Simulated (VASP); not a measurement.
# CdTe in VASP: a series of runs

The runs below take CdTe through single point, with PBE.

All numbers are computed with VASP 6.6.1; they aren't measurements. Logs are shortened: lines on timing, memory, paths and dates and some standing lists are left out, and cuts for length are marked.

## (1) The cell of the first run

The cell holds a slab with vacuum, 6 atoms: a = 4.679 Å, b = 4.679 Å, c = 15.596 Å, α = 90.00°, β = 90.00°, γ = 120.00°.

## (2) Single point, PBE

INCAR reads:

```
SYSTEM = CdTe
PREC     = Accurate       ! precision mode
ENCUT    = 520            ! plane-wave cutoff, eV
EDIFF    = 1E-6           ! SCF threshold, eV
ISMEAR   = 0              ! smearing method
SIGMA    = 0.05           ! smearing width, eV
LREAL    = .False.        ! projectors in reciprocal space
LASPH    = .True.         ! aspherical terms in the spheres
NELM     = 60             ! most SCF steps
ALGO     = Normal         ! electronic algorithm
ISIF     = 2              ! what is computed and relaxed
LWAVE    = .False.        ! write WAVECAR
LCHARG   = .True.         ! write CHGCAR
LDIPOL   = .True.       
IDIPOL   = 3            
DIPOL    = 0.5 0.5 0.500
GGA      = PE             ! functional
LELF     = .True.         ! ELF
LVHAR    = .True.       
LVACPOTAV= .True.       
NBANDS   = 36             ! bands
```

KPOINTS reads:

```
regular mesh
0
Gamma
  9 9 1
  0 0 0
```

POSCAR reads:

```
CdTe
1.0
    4.6791895905      0.0000000000      0.0000000000
   -2.3395947952      4.0522970545      0.0000000000
    0.0000000000      0.0000000000     15.5962201799
Te Cd
3 3
Direct
    0.0000000000      0.0000000000      0.2244133489
    0.3333333333      0.6666666667      0.4693792610
    0.6666666667      0.3333333333      0.7143451731
    0.3333333333      0.6666666667      0.2856548269
    0.6666666667      0.3333333333      0.5306207390
    0.0000000000      0.0000000000      0.7755866511
```

Potentials or basis: VASP PAW PBE potentials, release 64 (Te, Cd).

The run is started by

```sh
$ cat potpaw_PBE.64/Te/POTCAR potpaw_PBE.64/Cd/POTCAR > POTCAR
$ mpirun -np 1 vasp_std > vasp.out
```

OUTCAR:

```text
SYSTEM = CdTe
   PREC = Accurate
   ENCUT = 520
   EDIFF = 1E-6
   ISMEAR = 0
   LREAL = .False.
   LASPH = .True.
   NELM = 60
   ISIF = 2
   GGA = PE

 ion  position               nearest neighbor table
   1  0.000  0.000  0.224-   4 2.87   4 2.87   4 2.87
   2  0.333  0.667  0.469-   5 2.87   5 2.87   4 2.87   5 2.87
   3  0.667  0.333  0.714-   6 2.87   6 2.87   6 2.87   5 2.87
   4  0.333  0.667  0.286-   1 2.87   1 2.87   1 2.87   2 2.87
   5  0.667  0.333  0.531-   2 2.87   2 2.87   3 2.87   2 2.87
   6  0.000  0.000  0.776-   3 2.87   3 2.87   3 2.87

  LATTYP: Found a hexagonal cell.
 ALAT       =     4.6791895905
 C/A-ratio  =     3.3331028543

  Lattice vectors:

 A1 = (   4.6791895905,   0.0000000000,   0.0000000000)
 A2 = (  -2.3395947952,   4.0522970545,   0.0000000000)
 A3 = (   0.0000000000,   0.0000000000,  15.5962201799)

Analysis of symmetry for initial positions (statically):
=====================================================================
 Subroutine PRICEL returns:
 Original cell was already a primitive cell.

 Routine SETGRP: Setting up the symmetry group for a
 hexagonal supercell.

 Subroutine GETGRP returns: Found  6 space group operations
 (whereof  6 operations were pure point group operations)
 out of a pool of 24 trial point group operations.

The static configuration has the point symmetry C_3v.

Analysis of symmetry for dynamics (positions and initial velocities):
=====================================================================
 Subroutine PRICEL returns:
 Original cell was already a primitive cell.

 Routine SETGRP: Setting up the symmetry group for a
 hexagonal supercell.

 Subroutine GETGRP returns: Found  6 space group operations
 (whereof  6 operations were pure point group operations)
 out of a pool of 24 trial point group operations.

The dynamic configuration has the point symmetry C_3v.

 Subroutine INISYM returns: Found  6 space group operations
 (whereof  6 operations are pure point group operations),
 and found     1 'primitive' translations

----------------------------------------------------------------------------------------

                                     Primitive cell

  volume of cell :     295.7272

  direct lattice vectors                    reciprocal lattice vectors
     4.679189591  0.000000000  0.000000000     0.213712221  0.123386808  0.000000000
    -2.339594795  4.052297055  0.000000000     0.000000000  0.246773617  0.000000000
     0.000000000  0.000000000 15.596220180     0.000000000  0.000000000  0.064118100

  length of vectors
     4.679189591  4.679189590 15.596220180     0.246773617  0.246773617  0.064118100

  position of ions in fractional coordinates (direct lattice)
     0.000000000  0.000000000  0.224413349
     0.333333333  0.666666667  0.469379261
     0.666666667  0.333333333  0.714345173
     0.333333333  0.666666667  0.285654827
     0.666666667  0.333333333  0.530620739
     0.000000000  0.000000000  0.775586651

  ion indices of the primitive-cell ions
   primitive index   ion index
                 1           1
                 2           2
                 3           3
                 4           4
                 5           5
                 6           6

----------------------------------------------------------------------------------------

 KPOINTS: regular mesh

Automatic generation of k-mesh.
 Grid dimensions read from file:
 generate k-points for:    9    9    1

 Generating k-lattice:

  Cartesian coordinates                     Fractional coordinates (reciprocal lattice)
     0.023745802  0.013709645  0.000000000     0.111111111  0.000000000  0.000000000
     0.000000000  0.027419291  0.000000000     0.000000000  0.111111111  0.000000000
     0.000000000  0.000000000  0.064118100     0.000000000  0.000000000  1.000000000

  Length of vectors
     0.027419291  0.027419291  0.064118100

  Shift w.r.t. Gamma in fractional coordinates (k-lattice)
     0.000000000  0.000000000  0.000000000

 Subroutine IBZKPT returns following result:
 ===========================================

 Found     12 irreducible k-points:

 Following reciprocal coordinates:
            Coordinates               Weight
  0.000000  0.000000  0.000000      1.000000
  0.111111 -0.000000  0.000000      6.000000
  0.222222  0.000000  0.000000      6.000000
  0.333333  0.000000  0.000000      6.000000
  0.444444  0.000000  0.000000      6.000000
  0.111111  0.111111  0.000000      6.000000
  0.222222  0.111111  0.000000     12.000000
  0.333333  0.111111  0.000000     12.000000
  0.444444  0.111111  0.000000      6.000000
  0.222222  0.222222  0.000000      6.000000
  0.333333  0.222222  0.000000     12.000000
  0.333333  0.333333  0.000000      2.000000
   k-points           NKPTS =     12   k-points in BZ     NKDIM =     12   number of bands    NBANDS=     36
   number of dos      NEDOS =    301   number of ions     NIONS =      6
   total plane-waves  NPLWV = 155520
   dimension x,y,z NGX =    36 NGY =   36 NGZ =  120
   dimension x,y,z NGXF=    72 NGYF=   72 NGZF=  240
   ions per type =               3   3
   NGX,Y,Z   is equivalent  to a cutoff of  12.79, 12.79, 12.79 a.u.
   NGXF,Y,Z  is equivalent  to a cutoff of  25.58, 25.58, 25.58 a.u.
 SYSTEM =  CdTe
   PREC   = accura    normal or accurate (medium, high low for compatibility)
   ISTART =      0    job   : 0-new  1-cont  2-samecut
   ICHARG =      2    charge: 1-file 2-atom 10-const
   ISPIN  =      1    spin polarized calculation?
   LNONCOLLINEAR =      F non collinear calculations
   LSORBIT =      F    spin-orbit coupling
   LASPH  =      T    aspherical Exc in radial PAW
   ENCUT  =  520.0 eV  38.22 Ry    6.18 a.u.   8.70  8.70 29.00*2*pi/ulx,y,z
   NELM   =     60;   NELMIN=  2; NELMDL= -5     # of ELM steps
   EDIFF  = 0.1E-05   stopping-criterion for ELM
   LREAL  =      F    real-space projection
   EDIFFG = 0.1E-04   stopping-criterion for IOM
   NSW    =      0    number of steps for IOM
   IBRION =     -1    ionic relax: 0-MD 1-quasi-New 2-CG
   NFREE  =      0    steps in history (QN), initial steepest desc. (CG)
   ISIF   =      2    stress and relaxation
   ISYM   =      2    0-nonsym 1-usesym 2-fastsym
   POTIM  = 0.5000    time-step for ionic-motion
   TEBEG  =    0.0;   TEEND  =   0.0 temperature during run
   PSTRESS=    0.0 pullay stress
   NELECT =      54.0000    total number of electrons
   NUPDOWN=      -1.0000    fix difference up-down
   EMIN   =  10.00;   EMAX   =-10.00  energy-range for DOS
   EFERMI =   0.00;   METHOD = LEGACY
   ISMEAR =     0;   SIGMA  =   0.05  broadening in eV -4-tet -1-fermi 0-gaus
   EFERMI_NEDOS =   21; number of points for ismear=-14 and -15
   IALGO  =     38    algorithm
   IMIX   =      4    mixing-type and parameters
     AMIX     =   0.40;   BMIX     =  1.00
     AMIX_MAG =   1.60;   BMIX_MAG =  1.00
  volume/ion in A,a.u.               =      49.29       332.61
  Fermi-wavevector in a.u.,A,eV,Ry     =   0.928772  1.755124 11.736616  0.862617
  Thomas-Fermi vector in A             =   2.054984
   LORBIT       =      0    0 simple, 1 ext, 2 COOP (PROOUT), +10 PAW based schemes
   GGA     = PE    functional components
   LHFCALC =     F    Hartree Fock is set to
   AEXX    =    0.0000 exact exchange contribution
   IVDW    =     0    specifies the selected vdW correction
   LEPSILON=     F    determine dielectric tensor
   LRPA    =     F    only Hartree local field effects (RPA)
 non-spin polarized calculation
 Gauss-broadening in eV      SIGMA  =   0.05
  energy-cutoff  :      520.00
  volume of cell :      295.73
 maximum number of plane-waves:      7980
 NGX is ok and might be reduce to    36
   NGX = 17   NGY = 17   NGZ = 57

 dipolmoment           0.000000      0.000000      0.000419 electrons x Angstroem

 number of electron      53.9999998 magnetization

 dipolmoment           0.000000      0.000000     -0.334918 electrons x Angstroem

 Free energy of the ion-electron system (eV)
  ---------------------------------------------------
  ext. energy  EPLUGINS =         0.00000000
  ---------------------------------------------------
  free energy    TOTEN  =       -13.07063049 eV

  energy without entropy =      -13.06509527  energy(sigma->0) =      -13.06786288

 E-fermi :   0.6822     XC(G=0):  -6.6952

 val. band max:        0.6758446431   @ k =   0.1111  -0.0000   0.0000
 cond. band min:       0.6863905605   @ k =   0.1111  -0.0000   0.0000
 fundamental gap:      0.0105459174
 Fermi energy:         0.6821547964

 k-point     1 :       0.0000    0.0000    0.0000
  band No.  band energies     occupation
      1     -11.5867      2.00000
      2     -10.6141      2.00000
      3      -9.3898      2.00000
      4      -9.0014      2.00000
      5      -9.0014      2.00000
      6      -8.8603      2.00000
[... 28 lines left out ...]
     35       4.9600      0.00000
     36       5.0169      0.00000

 k-point     2 :       0.1111   -0.0000    0.0000
  band No.  band energies     occupation
      1     -11.5598      2.00000
      2     -10.5885      2.00000
      3      -9.3644      2.00000
      4      -8.9941      2.00000
      5      -8.9869      2.00000
      6      -8.8519      2.00000
[... 28 lines left out ...]
     35       5.0197      0.00000
     36       5.1891      0.00000

 k-point     3 :       0.2222    0.0000    0.0000
  band No.  band energies     occupation
      1     -11.4922      2.00000
      2     -10.5242      2.00000
      3      -9.3011      2.00000
      4      -8.9770      2.00000
      5      -8.9522      2.00000
      6      -8.8508      2.00000
[... 28 lines left out ...]
     35       5.1703      0.00000
     36       5.6845      0.00000
[... 274 lines left out ...]
 k-point    11 :       0.3333    0.2222    0.0000
  band No.  band energies     occupation
      1     -11.3472      2.00000
      2     -10.3873      2.00000
      3      -9.1697      2.00000
      4      -8.9560      2.00000
      5      -8.8940      2.00000
      6      -8.8513      2.00000
[... 28 lines left out ...]
     35       5.3191      0.00000
     36       5.9761      0.00000

 k-point    12 :       0.3333    0.3333    0.0000
  band No.  band energies     occupation
      1     -11.3348      2.00000
      2     -10.3757      2.00000
      3      -9.1588      2.00000
      4      -8.9560      2.00000
      5      -8.8852      2.00000
      6      -8.8508      2.00000
[... 28 lines left out ...]
     35       5.5414      0.00000
     36       6.1685      0.00000

------------------------ aborting loop because EDIFF is reached ----------------------------------------

  FORCE on cell =-STRESS in cart. coord.  units (eV):
  Direction    XX          YY          ZZ          XY          YZ          ZX
  --------------------------------------------------------------------------------------
  -------------------------------------------------------------------------------------
  Total       -0.8950560     -0.8950560      1.3430040     -0.0000000      0.0000000     -0.0000000
  in kB       -4.8491937     -4.8491937      7.2760657     -0.0000000      0.0000000     -0.0000000
  external PRESSURE =      -0.8074405 kB  Pullay stress =       0.0000000 kB

 VOLUME and BASIS-vectors are now :
 -----------------------------------------------------------------------------
  energy-cutoff  :      520.00
  volume of cell :      295.73
      direct lattice vectors                 reciprocal lattice vectors
     4.679189591  0.000000000  0.000000000     0.213712221  0.123386808  0.000000000
    -2.339594795  4.052297055  0.000000000     0.000000000  0.246773617  0.000000000
     0.000000000  0.000000000 15.596220180     0.000000000  0.000000000  0.064118100

 POSITION                                       TOTAL-FORCE (eV/Angst)
 -----------------------------------------------------------------------------------
      0.00000      0.00000      3.50000        -0.000000      0.000000      0.143278
     -0.00000      2.70153      7.32054        -0.000000      0.000000      0.581481
      2.33959      1.35077     11.14108        -0.000000      0.000000      0.836233
     -0.00000      2.70153      4.45514         0.000000     -0.000000     -0.515277
      2.33959      1.35077      8.27568        -0.000000      0.000000     -0.577765
      0.00000      0.00000     12.09622         0.000000     -0.000000     -0.467950
 -----------------------------------------------------------------------------------
    total drift:                                0.000001     -0.000001     -0.018560

  FREE ENERGIE OF THE ION-ELECTRON SYSTEM (eV)
  ---------------------------------------------------
  free  energy   TOTEN  =       -13.0706304929 eV

  energy  without entropy=      -13.0650952711  energy(sigma->0) =      -13.06786288
```

It took 2.3 min on 1 thread of AMD EPYC 9R45 (Zen 5), shared host; peak memory 0.41 GiB.

What came out:

| Property | Result |
| --- | --- |
| Free energy | -13.0706 eV |
| Largest force | 0.836 eV/Å |
| Band gap on the k mesh | zero (band 27 reaches 0.81 eV, above the bottom of band 28 at 0.69 eV) |

Forces in eV/Å, atoms in the order of the input:
```
Te   0.000  0.000  0.143
Te   0.000  0.000  0.581
Te   0.000  0.000  0.836
Cd   0.000  0.000 -0.515
Cd   0.000  0.000 -0.578
Cd   0.000  0.000 -0.468
```

Caveat: spin-orbit coupling is left out, which moves the levels of the heavy elements.

## (3) Single point, PBE

This run uses another cell than the first one, of 74.57 Å³/atom, 1.513 times its volume.

INCAR reads:

```
SYSTEM = CdTe
PREC = Accurate ; ENCUT = 520
EDIFF = 1E-6 ; ISMEAR = 0
SIGMA = 0.05 ; LREAL = .False.
LASPH = .True. ; NELM = 60
ALGO = Normal ; ISIF = 2
LWAVE = .False. ; LCHARG = .False.
LDIPOL = .True. ; IDIPOL = 3
DIPOL = 0.5 0.5 0.500 ; GGA = PE
NBANDS = 36
```

KPOINTS is that of step 2.

POSCAR reads:

```
CdTe
1.0
    4.6791895905      0.0000000000      0.0000000000
   -2.3395947952      4.0522970545      0.0000000000
    0.0000000000      0.0000000000     23.5962201799
Te Cd
3 3
Direct
    0.0000000000      0.0000000000      0.3178475172
    0.3333333333      0.6666666667      0.4797608352
    0.6666666667      0.3333333333      0.6416741533
    0.3333333333      0.6666666667      0.3583258467
    0.6666666667      0.3333333333      0.5202391648
    0.0000000000      0.0000000000      0.6821524828
```

Potentials or basis: VASP PAW PBE potentials, release 64 (Te, Cd).

The run is started by

```sh
$ cat potpaw_PBE.64/Te/POTCAR potpaw_PBE.64/Cd/POTCAR > POTCAR
$ mpirun -np 1 vasp_std > vasp.out
```

Run time: 5.1 min. Hardware: 1 thread of AMD EPYC 9R45 (Zen 5), shared host; peak memory 0.57 GiB.

Results (log left out):

```
Free energy            : -13.0713 eV
Largest force          : 0.818 eV/Å
Band gap on the k mesh : zero (band 27 reaches -0.90 eV, above the bottom of band 28 at -1.01 eV)
```

Forces on the atoms (eV/Å):
```
Te   0.000  0.000  0.160
Te   0.000  0.000  0.570
Te   0.000  0.000  0.818
Cd   0.000  0.000 -0.523
Cd   0.000  0.000 -0.576
Cd   0.000  0.000 -0.449
```

Levels at points of the mesh, in eV from the Fermi level:
| k point | band 23 | band 24 | band 25 | band 26 | band 27 | band 28 | band 29 | band 30 | band 31 | band 32 |
| --- | --- | --- | --- | --- | --- | --- | --- | --- | --- | --- |
| (0.00, 0.00, 0.00) | -1.26 | -1.01 | -1.01 | -0.11 | 0.12 | 0.12 | 0.85 | 1.49 | 1.87 | 3.07 |

Caveat: spin-orbit coupling is left out, which moves the levels of the heavy elements.
